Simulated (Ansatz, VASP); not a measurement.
# Two plane-wave programs on FeCo

```
Fe Co
1.0
     2.72620    0.00000    0.00000
     0.00000    2.72620    0.00000
     0.00000    0.00000    2.72620
Fe Co
1 1
Direct
  0.50000 0.50000 0.50000
  0.00000 0.00000 0.00000
```

Alike in both runs: task single point; functional PBE; k mesh 14 × 14 × 14; occupations gaussian, width 0.1 eV; collinear spin.

```csv
,VASP,Ansatz
version,VASP 6.6.1,Ansatz 0.2.0
potentials or method,"VASP PAW PBE potentials, release 64 (Fe, Co), cutoff 600 eV","scalar-relativistic, plane waves, PAW"
valence electrons in the cell,17,33
```

|  | VASP | Ansatz | Ansatz less VASP |
| --- | --- | --- | --- |
| gap on the k mesh at the Fermi level (eV) | none | none | - |
| net moment per atom (μB) | 2.16 | 2.16 | +0.007 |
| size of the moment on the site where the two differ most (μB) | 1.70 | 1.78 | +0.078 |

Site moments also hang on the region over which each program counts them. A gap of «none» marks a metal or a gap that the smearing closes. The functional is the same, so the differences come from potentials, cutoffs and numerics. VASP's potentials hold 17 valence electrons a cell and Ansatz's 33, so a difference there can come from the potentials and not from the codes.
